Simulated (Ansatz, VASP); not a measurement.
# One calculation of HC18F, two programs

```
C F H
1.0
     7.39800    0.00000    0.00000
    -3.69900    6.40686    0.00000
     0.00000    0.00000   11.00000
C F H
18 1 1
Direct
  0.01335 0.99368 0.08556
  0.23292 0.10366 0.08567
  0.01107 0.32527 0.08570
  0.23525 0.43729 0.08566
  0.01135 0.66068 0.08567
  0.23455 0.77218 0.08600
  0.34462 0.99230 0.08586
  0.56887 0.10422 0.08568
  0.34513 0.32765 0.08568
  0.56795 0.43902 0.08569
  0.34688 0.66009 0.08564
  0.56639 0.77010 0.08555
  0.67845 0.99427 0.08558
  0.90128 0.10569 0.08564
  0.68005 0.32703 0.08569
  0.89958 0.43667 0.08569
  0.67774 0.65860 0.08559
  0.90183 0.77068 0.08555
  0.26661 0.84387 0.36986
  0.26574 0.84307 0.28441
```

Alike in both runs: functional PBE; dispersion D3(BJ); k mesh 2 × 2 × 1; occupations gaussian, width 0.02 eV; no spin polarisation.

Ansatz relaxed the structure, and its values are those at the end. VASP's run is a single point on that final structure, the one shown.

```csv
,VASP,Ansatz
version,VASP 6.6.1,Ansatz 0.2.0
potentials or method,"VASP PAW PBE potentials, release 64 (C, F, H), cutoff 520 eV","scalar-relativistic, plane waves, PAW"
valence electrons in the cell,80,80
```

Ansatz gave:

| Quantity | Value |
| --- | --- |
| rms of the force components (eV/Å) | 0.008 |

Estimate VASP's values.

rms of the force components (eV/Å): 0.050.

The k mesh is coarse, so the values compare programs but aren't converged.
